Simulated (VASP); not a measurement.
Here is a VASP 6.6.1 calculation.

Contents of INCAR:

```
SYSTEM = Sb5Se
PREC = Accurate ; ENCUT = 520
EDIFF = 1E-7 ; ISMEAR = 0
SIGMA = 0.1 ; LREAL = .False.
LASPH = .True. ; NELM = 100
ALGO = Normal ; ISIF = 2
LWAVE = .False. ; LCHARG = .True.
GGA = PE ; LELF = .True.
LVHAR = .True. ; NBANDS = 24
```

The input KPOINTS:

```
regular mesh
0
Gamma
  4 4 4
  0 0 0
```

Contents of POSCAR:

```
Sb5Se
1.0
    0.0000000000      4.5364456200      4.5364456200
    4.5364456200      0.0000000000      4.5364456200
    4.5364456200      4.5364456200      0.0000000000
Sb Se
5 1
Direct
    0.2500000000      0.2500000000      0.2500000000
    0.1261565700      0.6246144800      0.6246144800
    0.6246144800      0.6246144800      0.6246144800
    0.6246144800      0.6246144800      0.1261565700
    0.6246144800      0.1261565700      0.6246144800
    0.0000000000      0.0000000000      0.0000000000
```

Potentials or basis: VASP PAW PBE potentials, release 64 (Sb, Se).

Run with:

```console
$ cat potpaw_PBE.64/Sb/POTCAR potpaw_PBE.64/Se/POTCAR > POTCAR
$ mpirun -np 1 vasp_std > vasp.out
```

Task: Estimate the band gap on the k mesh.

Result: Zero (an odd number of electrons rules out a gap without spin polarisation).

Task: What does it give for the pressure?

Result: -4.4 GPa.

Forces in eV/Å, atoms in the order of the input:
```
Sb   0.000  0.000  0.000
Sb   0.064 -0.064 -0.064
Sb   0.064  0.064  0.064
Sb  -0.064 -0.064  0.064
Sb  -0.064  0.064 -0.064
Se   0.000  0.000  0.000
```

Caveat: the cell stands under tension; spin-orbit coupling is left out, which moves the levels of the heavy elements.
